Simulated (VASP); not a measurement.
# Si3N4 (Fd-3m) in VASP: single point with PBE

Aim: the single point of Si3N4 with PBE.

The COD entry that gives the cell may itself be a prediction, so a difference from it is no test against experiment.

All numbers are computed with VASP 6.6.1; they aren't measurements. Logs are shortened: lines on timing, memory, paths and dates and some standing lists are left out, and cuts for length are marked.

### Step 1. The cell of the first run

It takes space group Fd-3m (No. 227, cubic). Conventional cell: a = 7.676 Å, b = 7.676 Å, c = 7.676 Å, α = 90.00°, β = 90.00°, γ = 90.00°. Si (site symmetry -3m) has 6 N at 1.86 Å within 2.5 Å. Within 2.3 Å of Si (site symmetry -43m) lie 4 N at 1.76 Å. N (site symmetry 3m) has 4 Si at 1.76 to 1.86 Å within 2.3 Å.

### Step 2. Single point, PBE

The input, INCAR:

```
SYSTEM = Si3N4
ALGO = Normal
EDIFF = 1E-7
ENCUT = 520
GGA = PE
ISIF = 2
ISMEAR = 0
LASPH = .TRUE.
LCHARG = .FALSE.
LREAL = .FALSE.
LWAVE = .FALSE.
NBANDS = 45
NELM = 100
PREC = Accurate
SIGMA = 0.01
```

The input, KPOINTS:

```
k-points
0
G
  6 6 6
  0 0 0
```

The input, POSCAR:

```
Si3N4
1.0
    0.0000000000      3.8382500000      3.8382500000
    3.8382500000      0.0000000000      3.8382500000
    3.8382500000      3.8382500000      0.0000000000
Si N
6 8
Direct
    0.6250000000      0.6250000000      0.6250000000
    0.1250000000      0.6250000000      0.6250000000
    0.6250000000      0.6250000000      0.1250000000
    0.6250000000      0.1250000000      0.6250000000
    0.0000000000      0.0000000000      0.0000000000
    0.2500000000      0.2500000000      0.2500000000
    0.3824000000      0.3824000000      0.3824000000
    0.3972000000      0.8676000000      0.8676000000
    0.3824000000      0.3824000000      0.8528000000
    0.8676000000      0.3972000000      0.8676000000
    0.8528000000      0.3824000000      0.3824000000
    0.8676000000      0.8676000000      0.8676000000
    0.3824000000      0.8528000000      0.3824000000
    0.8676000000      0.8676000000      0.3972000000
```

Potentials or basis: VASP PAW PBE potentials, release 64 (Si, N).

Run with:

```console
> cat potpaw_PBE.64/Si/POTCAR potpaw_PBE.64/N/POTCAR > POTCAR
> mpirun -np 1 vasp_std > vasp.out
```

OUTCAR:

```text
SYSTEM = Si3N4
   EDIFF = 1E-7
   ENCUT = 520
   GGA = PE
   ISIF = 2
   ISMEAR = 0
   LASPH = .TRUE.
   LREAL = .FALSE.
   NELM = 100
   PREC = Accurate

 ion  position               nearest neighbor table
   1  0.625  0.625  0.625-   8 1.86  10 1.86  11 1.86  13 1.86   9 1.86  14 1.86   2 2.71   3 2.71
                             4 2.71   3 2.71   4 2.71   2 2.71
   2  0.125  0.625  0.625-   9 1.86  14 1.86  13 1.86  10 1.86   7 1.86  12 1.86   1 2.71   3 2.71
                             4 2.71   1 2.71   3 2.71   4 2.71
   3  0.625  0.625  0.125-   8 1.86  10 1.86  11 1.86  13 1.86  12 1.86   7 1.86   1 2.71   1 2.71
                             2 2.71   4 2.71   4 2.71   2 2.71
   4  0.625  0.125  0.625-   9 1.86  14 1.86  11 1.86   8 1.86  12 1.86   7 1.86   1 2.71   3 2.71
                             1 2.71   2 2.71   3 2.71   2 2.71
   5  0.000  0.000  0.000-  12 1.76  10 1.76   8 1.76  14 1.76
   6  0.250  0.250  0.250-   7 1.76   9 1.76  11 1.76  13 1.76
   7  0.382  0.382  0.382-   6 1.76   4 1.86   2 1.86   3 1.86
   8  0.397  0.868  0.868-   5 1.76   3 1.86   4 1.86   1 1.86
   9  0.382  0.382  0.853-   6 1.76   4 1.86   2 1.86   1 1.86
  10  0.868  0.397  0.868-   5 1.76   3 1.86   2 1.86   1 1.86
  11  0.853  0.382  0.382-   6 1.76   3 1.86   4 1.86   1 1.86
  12  0.868  0.868  0.868-   5 1.76   4 1.86   2 1.86   3 1.86
  13  0.382  0.853  0.382-   6 1.76   3 1.86   2 1.86   1 1.86
  14  0.868  0.868  0.397-   5 1.76   4 1.86   2 1.86   1 1.86

  LATTYP: Found a face centered cubic cell.
 ALAT       =     7.6765000000

  Lattice vectors:

 A1 = (   0.0000000000,   3.8382500000,   3.8382500000)
 A2 = (   3.8382500000,   0.0000000000,   3.8382500000)
 A3 = (   3.8382500000,   3.8382500000,   0.0000000000)

Analysis of symmetry for initial positions (statically):
=====================================================================
 Subroutine PRICEL returns:
 Original cell was already a primitive cell.

 Routine SETGRP: Setting up the symmetry group for a
 face centered cubic supercell.

 Subroutine GETGRP returns: Found 48 space group operations
 (whereof 24 operations were pure point group operations)
 out of a pool of 48 trial point group operations.

The static configuration has the point symmetry T_d .
 The point group associated with its full space group is O_h .

Analysis of symmetry for dynamics (positions and initial velocities):
=====================================================================
 Subroutine PRICEL returns:
 Original cell was already a primitive cell.

 Routine SETGRP: Setting up the symmetry group for a
 face centered cubic supercell.

 Subroutine GETGRP returns: Found 48 space group operations
 (whereof 24 operations were pure point group operations)
 out of a pool of 48 trial point group operations.

The dynamic configuration has the point symmetry T_d .
 The point group associated with its full space group is O_h .

 Subroutine INISYM returns: Found 48 space group operations
 (whereof 24 operations are pure point group operations),
 and found     1 'primitive' translations

----------------------------------------------------------------------------------------

                                     Primitive cell

  volume of cell :     113.0914

  direct lattice vectors                    reciprocal lattice vectors
     0.000000000  3.838250000  3.838250000    -0.130267700  0.130267700  0.130267700
     3.838250000  0.000000000  3.838250000     0.130267700 -0.130267700  0.130267700
     3.838250000  3.838250000  0.000000000     0.130267700  0.130267700 -0.130267700

  length of vectors
     5.428105206  5.428105206  5.428105206     0.225630275  0.225630275  0.225630275

  position of ions in fractional coordinates (direct lattice)
     0.625000000  0.625000000  0.625000000
     0.125000000  0.625000000  0.625000000
     0.625000000  0.625000000  0.125000000
     0.625000000  0.125000000  0.625000000
     0.000000000  0.000000000  0.000000000
     0.250000000  0.250000000  0.250000000
     0.382400000  0.382400000  0.382400000
     0.397200000  0.867600000  0.867600000
     0.382400000  0.382400000  0.852800000
     0.867600000  0.397200000  0.867600000
     0.852800000  0.382400000  0.382400000
     0.867600000  0.867600000  0.867600000
     0.382400000  0.852800000  0.382400000
[... 31 lines left out ...]
     0.021711283 -0.021711283  0.021711283     0.000000000  0.166666667  0.000000000
     0.021711283  0.021711283 -0.021711283     0.000000000  0.000000000  0.166666667

  Length of vectors
     0.037605046  0.037605046  0.037605046

  Shift w.r.t. Gamma in fractional coordinates (k-lattice)
     0.000000000  0.000000000  0.000000000

 Subroutine IBZKPT returns following result:
 ===========================================

 Found     16 irreducible k-points:

 Following reciprocal coordinates:
            Coordinates               Weight
  0.000000  0.000000  0.000000      1.000000
  0.166667  0.000000  0.000000      8.000000
  0.333333  0.000000  0.000000      8.000000
  0.500000  0.000000  0.000000      4.000000
  0.166667  0.166667  0.000000      6.000000
  0.333333  0.166667  0.000000     24.000000
[... 8 lines left out ...]
 -0.333333  0.333333  0.166667     24.000000
 -0.333333  0.500000  0.166667     12.000000
   k-points           NKPTS =     16   k-points in BZ     NKDIM =     16   number of bands    NBANDS=     45
   number of dos      NEDOS =    301   number of ions     NIONS =     14
   total plane-waves  NPLWV =  64000
   dimension x,y,z NGX =    40 NGY =   40 NGZ =   40
   dimension x,y,z NGXF=    80 NGYF=   80 NGZF=   80
   ions per type =               6   8
   NGX,Y,Z   is equivalent  to a cutoff of  12.25, 12.25, 12.25 a.u.
   NGXF,Y,Z  is equivalent  to a cutoff of  24.50, 24.50, 24.50 a.u.
 SYSTEM =  Si3N4
   PREC   = accura    normal or accurate (medium, high low for compatibility)
   ISTART =      0    job   : 0-new  1-cont  2-samecut
   ICHARG =      2    charge: 1-file 2-atom 10-const
   ISPIN  =      1    spin polarized calculation?
   LNONCOLLINEAR =      F non collinear calculations
   LSORBIT =      F    spin-orbit coupling
   LASPH  =      T    aspherical Exc in radial PAW
   ENCUT  =  520.0 eV  38.22 Ry    6.18 a.u.  10.09 10.09 10.09*2*pi/ulx,y,z
   NELM   =    100;   NELMIN=  2; NELMDL= -5     # of ELM steps
   EDIFF  = 0.1E-06   stopping-criterion for ELM
   LREAL  =      F    real-space projection
   EDIFFG = 0.1E-05   stopping-criterion for IOM
   NSW    =      0    number of steps for IOM
   IBRION =     -1    ionic relax: 0-MD 1-quasi-New 2-CG
   NFREE  =      0    steps in history (QN), initial steepest desc. (CG)
   ISIF   =      2    stress and relaxation
   ISYM   =      2    0-nonsym 1-usesym 2-fastsym
   POTIM  = 0.5000    time-step for ionic-motion
   TEBEG  =    0.0;   TEEND  =   0.0 temperature during run
   PSTRESS=    0.0 pullay stress
   NELECT =      64.0000    total number of electrons
   NUPDOWN=      -1.0000    fix difference up-down
   EMIN   =  10.00;   EMAX   =-10.00  energy-range for DOS
   EFERMI =   0.00;   METHOD = LEGACY
   ISMEAR =     0;   SIGMA  =   0.01  broadening in eV -4-tet -1-fermi 0-gaus
   EFERMI_NEDOS =   21; number of points for ismear=-14 and -15
   IALGO  =     38    algorithm
   IMIX   =      4    mixing-type and parameters
     AMIX     =   0.40;   BMIX     =  1.00
     AMIX_MAG =   1.60;   BMIX_MAG =  1.00
  volume/ion in A,a.u.               =       8.08        54.51
  Fermi-wavevector in a.u.,A,eV,Ry     =   1.354123  2.558922 24.948324  1.833650
  Thomas-Fermi vector in A             =   2.481321
   LORBIT       =      0    0 simple, 1 ext, 2 COOP (PROOUT), +10 PAW based schemes
   GGA     = PE    functional components
   LHFCALC =     F    Hartree Fock is set to
   AEXX    =    0.0000 exact exchange contribution
   IVDW    =     0    specifies the selected vdW correction
   LEPSILON=     F    determine dielectric tensor
   LRPA    =     F    only Hartree local field effects (RPA)
 non-spin polarized calculation
 Gauss-broadening in eV      SIGMA  =   0.01
  energy-cutoff  :      520.00
  volume of cell :      113.09
 maximum number of plane-waves:      3071
   NGX = 21   NGY = 21   NGZ = 21

 number of electron      64.0000010 magnetization

 Free energy of the ion-electron system (eV)
  ---------------------------------------------------
  ext. energy  EPLUGINS =         0.00000000
  ---------------------------------------------------
  free energy    TOTEN  =      -112.27083528 eV

  energy without entropy =     -112.27083528  energy(sigma->0) =     -112.27083528

 E-fermi :   9.7261     XC(G=0): -12.4262

 val. band max:        9.6744980295   @ k =  -0.1667   0.1667   0.0000
 cond. band min:      13.1839962780   @ k =   0.0000   0.0000   0.0000
 fundamental gap:      3.5094982485
 Fermi energy:         9.7261373099

 k-point     1 :       0.0000    0.0000    0.0000
  band No.  band energies     occupation
      1      -9.5236      2.00000
      2      -6.0860      2.00000
      3      -5.1274      2.00000
      4      -5.1274      2.00000
      5      -5.1274      2.00000
      6      -4.0972      2.00000
[... 741 lines left out ...]
     43      19.8121      0.00000
     44      19.8121      0.00000
 [bands above 44 left out]

------------------------ aborting loop because EDIFF is reached ----------------------------------------

  FORCE on cell =-STRESS in cart. coord.  units (eV):
  Direction    XX          YY          ZZ          XY          YZ          ZX
  --------------------------------------------------------------------------------------
  -------------------------------------------------------------------------------------
  Total        9.8391944      9.8391944      9.8391944     -0.0000000      0.0000000      0.0000000
  in kB      139.3928028    139.3928028    139.3928028     -0.0000000      0.0000000      0.0000000
  external PRESSURE =     139.3928028 kB  Pullay stress =       0.0000000 kB

 VOLUME and BASIS-vectors are now :
 -----------------------------------------------------------------------------
  energy-cutoff  :      520.00
  volume of cell :      113.09
      direct lattice vectors                 reciprocal lattice vectors
     0.000000000  3.838250000  3.838250000    -0.130267700  0.130267700  0.130267700
     3.838250000  0.000000000  3.838250000     0.130267700 -0.130267700  0.130267700
     3.838250000  3.838250000  0.000000000     0.130267700  0.130267700 -0.130267700

 POSITION                                       TOTAL-FORCE (eV/Angst)
 -----------------------------------------------------------------------------------
      4.79781      4.79781      4.79781         0.000000      0.000000      0.000000
      4.79781      2.87869      2.87869         0.000000      0.000000      0.000000
      2.87869      2.87869      4.79781         0.000000      0.000000      0.000000
      2.87869      4.79781      2.87869         0.000000      0.000000      0.000000
      0.00000      0.00000      0.00000         0.000000      0.000000      0.000000
      1.91912      1.91912      1.91912         0.000000      0.000000      0.000000
      2.93549      2.93549      2.93549        -0.074645     -0.074645     -0.074645
      6.66013      4.85462      4.85462         0.074645     -0.074645     -0.074645
      4.74101      4.74101      2.93549         0.074645      0.074645     -0.074645
      4.85462      6.66013      4.85462        -0.074645      0.074645     -0.074645
      2.93549      4.74101      4.74101        -0.074645      0.074645      0.074645
      6.66013      6.66013      6.66013         0.074645      0.074645      0.074645
      4.74101      2.93549      4.74101         0.074645     -0.074645      0.074645
      4.85462      4.85462      6.66013        -0.074645     -0.074645      0.074645
 -----------------------------------------------------------------------------------
    total drift:                                0.000000      0.000000      0.000000

  FREE ENERGIE OF THE ION-ELECTRON SYSTEM (eV)
  ---------------------------------------------------
  free  energy   TOTEN  =      -112.2708352753 eV

  energy  without entropy=     -112.2708352753  energy(sigma->0) =     -112.27083528
```

Run time: 37 s. Hardware: 1 thread of Intel Xeon 6975P-C (Granite Rapids), shared host; peak memory 0.24 GiB.

Results:

| Quantity | Value |
| --- | --- |
| Free energy | -112.2708 eV |
| Pressure | 13.9 GPa |
| Largest force | 0.129 eV/Å |
| Band gap on the k mesh | 3.51 eV, indirect (least direct gap 3.54 eV) |

Forces in eV/Å, atoms in the order of the input:
```
Si   0.000  0.000  0.000
Si   0.000  0.000  0.000
Si   0.000  0.000  0.000
Si   0.000  0.000  0.000
Si   0.000  0.000  0.000
Si   0.000  0.000  0.000
N   -0.075 -0.075 -0.075
N    0.075 -0.075 -0.075
N    0.075  0.075 -0.075
N   -0.075  0.075 -0.075
N   -0.075  0.075  0.075
N    0.075  0.075  0.075
N    0.075 -0.075  0.075
N   -0.075 -0.075  0.075
```

A k mesh can miss the band edges. PBE gaps usually lie below the measured ones, often by a third to a half.
